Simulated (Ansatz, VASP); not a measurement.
## BeS in VASP and in Ansatz

```xyz
4
Lattice="3.3316 0.0000 0.0000 -1.6658 2.8853 0.0000 0.0000 0.0000 5.2970" Properties=species:S:1:pos:R:3 pbc="T T T"
Be    0.0000    0.0000    0.0000
Be    0.0000    0.0000    2.6485
S     0.0000    1.9235    1.3243
S     1.6658    0.9618    3.9728
```

Alike in both runs: task single point; functional PBE; k mesh 12 × 12 × 7; occupations fermi-dirac, width 0.08 eV; no spin polarisation.

|  | VASP | Ansatz |
| --- | --- | --- |
| version | VASP 6.6.1 | Ansatz 0.2.0 |
| potentials or method | VASP PAW PBE potentials, release 64 (Be, S), cutoff 520 eV | all-electron LAPW, scalar-relativistic |

Ansatz gave:

| Property | Result |
| --- | --- |
| pressure (GPa) | -2.9 |

Task: What did VASP give for the same quantities?

Result: Pressure (GPa): -3.0.

Ansatz ran all-electron here, and VASP with PAW potentials.
